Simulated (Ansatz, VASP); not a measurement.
# One calculation of Mn3SnH, two programs

```
Mn Sn H
1.0
     3.82607    0.00000    0.00000
     0.00000    3.82607    0.00000
     0.00000    0.00000    3.82607
Mn Sn H
3 1 1
Direct
  0.50000 0.00000 0.00000
  0.00000 0.50000 0.00000
  0.00000 0.00000 0.50000
  0.50000 0.50000 0.50000
  0.00000 0.00000 0.00000
```

Alike in both runs: functional BLYP; dispersion D3(BJ); k mesh 5 × 5 × 5; occupations fermi-dirac, width 0.1 eV; collinear spin.

Ansatz relaxed the structure, and its values are those at the end. VASP's run is a single point on that final structure, the one shown.

```csv
,VASP,Ansatz
version,VASP 6.6.1,Ansatz 0.2.0
potentials or method,"VASP PAW PBE potentials, release 64 (Mn_pv, Sn_d, H)","plane waves, PAW"
plane-wave cutoff (eV),520,420
valence electrons in the cell,54,60
```

Ansatz gave:

- pressure (GPa): 0.0
- net moment per atom (μB): 1.24
- size of the moment on the site where the two differ most (μB): 1.79

**Question.** Estimate VASP's values.

**Answer.** Pressure (GPa): 0.3; net moment per atom (μB): 1.24; size of the moment on the site where the two differ most (μB): 2.07.

VASP's potentials were made for PBE, not for BLYP. Site moments also hang on the region over which each program counts them. VASP's potentials hold 54 valence electrons a cell and Ansatz's 60, so a difference there can come from the potentials and not from the codes.
